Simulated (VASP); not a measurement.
A run of VASP 6.6.1:

POSCAR

```
AlN
1.0
    0.0000000000      1.9381137141      2.0900686179
    1.9381137141      0.0000000000      2.0900686179
    1.9381137141      1.9381137141      0.0000000000
Al N
1 1
Direct
    0.0000000000      0.0000000000      0.0000000000
    0.5000000000      0.5000000000      0.5000000000
```

File INCAR.step1:

```
PREC = Accurate
ENCUT = 520
EDIFF = 1E-5
ISMEAR = 0
SIGMA = 0.01
LREAL = F
LASPH = T
NELM = 80
ALGO = Normal
ISIF = 2
LWAVE = T
LCHARG = F
NBANDS = 11
GGA = PE
```

The input INCAR.step2:

```
PREC = Accurate
ENCUT = 520
EDIFF = 1E-6
ISMEAR = 0
SIGMA = 0.01
LREAL = F
LASPH = T
NELM = 80
ALGO = Normal
ISIF = 2
LWAVE = F
LCHARG = F
GGA = PE
LHFCALC = T
HFSCREEN = 0.2079
PRECFOCK = Normal
NBANDS = 11
ISTART = 1
```

The input KPOINTS:

```
regular mesh
0
Gamma
  8 8 8
```

Potentials or basis: VASP PAW PBE potentials, release 64 (Al, N).

Run with:

```bash
$ cat potpaw_PBE.64/Al/POTCAR potpaw_PBE.64/N/POTCAR > POTCAR
$ cp INCAR.step1 INCAR
$ mpirun -np 1 vasp_std > vasp.out
$ cp INCAR.step2 INCAR
$ mpirun -np 1 vasp_std > vasp.out
```

Hardware: 1 thread of Intel Xeon 8259CL (shared host).

Problem. How long does it take, and how much memory?

Solution. It took 42 min on 1 thread of Intel Xeon 8259CL, on a shared host, peak memory 0.25 GiB. Counts: k points 59.
